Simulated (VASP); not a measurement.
A run of VASP 6.6.1:

The input INCAR:

```
ALGO = Normal
DIPOL = 0.5 0.5 0.368
EDIFF = 1E-6
EDIFFG = -0.025
ENCUT = 520
GGA = PE
IBRION = 2
IDIPOL = 3
ISIF = 2
ISMEAR = 0
LASPH = True
LCHARG = False
LDIPOL = True
LREAL = False
LWAVE = False
NELM = 100
NSW = 36
PREC = Accurate
SIGMA = 0.1
```

KPOINTS

```
k-points
0
Gamma
  9 9 1
```

Contents of POSCAR:

```
Al3Cl
1.0
    2.8567582918      0.0000000000      0.0000000000
   -1.4283791459      2.4740252532      0.0000000000
    0.0000000000      0.0000000000     20.1013782055
Al Cl
3 1
Selective dynamics
Direct
    0.6666666667      0.3333333333      0.1989913308  F F F
    0.3333333333      0.6666666667      0.3134471548  F F F
    0.0000000000      0.0000000000      0.4278999240  F F F
    0.0000000000      0.1666666667      0.5326413085  F F T
```

Potentials or basis: VASP PAW PBE potentials, release 64 (Al, Cl).

Launch:

```console
$ cat potpaw_PBE.64/Al/POTCAR potpaw_PBE.64/Cl/POTCAR > POTCAR
$ mpirun -np 1 vasp_std > vasp.out
```

Hardware: 1 thread of Intel(R) Xeon(R) 6975P-C (Granite Rapids), with other jobs on the host.

Q: Estimate the wall time of this run.

A: Run time: 98 s on 1 thread of Intel(R) Xeon(R) 6975P-C (Granite Rapids), on a shared host, peak memory 0.3 GiB. Counts: scf iterations 39, k points 41, ion steps 3.
